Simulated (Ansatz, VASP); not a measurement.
## MoSe: VASP beside Ansatz

The input INCAR:

```
  PREC = Accurate
  ENCUT = 520
  EDIFF = 1E-6
  ISMEAR = 0
  SIGMA = 0.05
  LREAL = F
  LASPH = T
  NELM = 150
  ALGO = Normal
  ISIF = 2
  LWAVE = F
  LCHARG = T
  ISPIN = 2
  MAGMOM = 2 0
  LORBIT = 11
  LMAXMIX = 4
  LDAU = T
  LDAUTYPE = 2
  LDAUL = 2 -1
  LDAUU = 7 0
  LDAUJ = 0 0
  LDAUPRINT = 1
  GGA = PE
  LELF = T
  LVHAR = T
  NBANDS = 21
```

The input KPOINTS:

```
regular mesh
0
Gamma
  12 12 12
```

POSCAR

```
MoSe
1.0
    0.0000000000      2.8392909707      2.8392909707
    2.8392909707      0.0000000000      2.8392909707
    2.8392909707      2.8392909707      0.0000000000
Mo Se
1 1
Direct
    0.0000000000      0.0000000000      0.0000000000
    0.2500000000      0.2500000000      0.2500000000
```

Input for Ansatz:

```yaml
crystal:
  lattice:
    - [0.0, 2.8392909707, 2.8392909707]
    - [2.8392909707, 0.0, 2.8392909707]
    - [2.8392909707, 2.8392909707, 0.0]
  atoms:
    - { symbol: Mo, position: [0.0, 0.0, 0.0], spin: 2.0 }
    - { symbol: Se, position: [0.25, 0.25, 0.25] }
basis:
  ecutwfc: 420
kpoints:
  mp_grid: { grid: [12, 12, 12] }
hamiltonian:
  xc: pbe
  hubbard: { sites: [{ species: Mo, l: d, u_eff: 7.0 }] }
scf:
  occupations: { method: gaussian, width: 0.05 }
output:
  forces: true
  stress: true
  eigenvalues: true
  populations: true
magnetization:
  spin_polarized: true
```

Alike in both runs: task single point; functional PBE; k mesh 12 × 12 × 12; occupations gaussian, width 0.05 eV; collinear spin; Hubbard terms Mo d U = 7.0 eV.

|  | VASP | Ansatz |
| --- | --- | --- |
| version | VASP 6.6.1 | Ansatz 0.2.0 |
| potentials or method | VASP PAW PBE potentials, release 64 (Mo_sv, Se), cutoff 520 eV | scalar-relativistic, plane waves, PAW |
| valence electrons in the cell | 20 | 30 |

|  | VASP | Ansatz | Ansatz less VASP |
| --- | --- | --- | --- |
| gap on the k mesh at the Fermi level (eV) | none | none | - |
| pressure (GPa) | 27.7 | 30.0 | +2.29 |
| net moment per atom (μB) | 2.00 | 2.00 | 0.000 |
| size of the moment on the site where the two differ most (μB) | 3.70 | 2.85 | -0.844 |

Site moments also hang on the region over which each program counts them. The programs project onto different local orbitals, so the same U acts differently, and such runs can settle in different states. A gap of «none» marks a metal or a gap that the smearing closes. VASP's potentials hold 20 valence electrons a cell and Ansatz's 30, so a difference there can come from the potentials and not from the codes. Ansatz's warnings: filled band counts differ across k points.
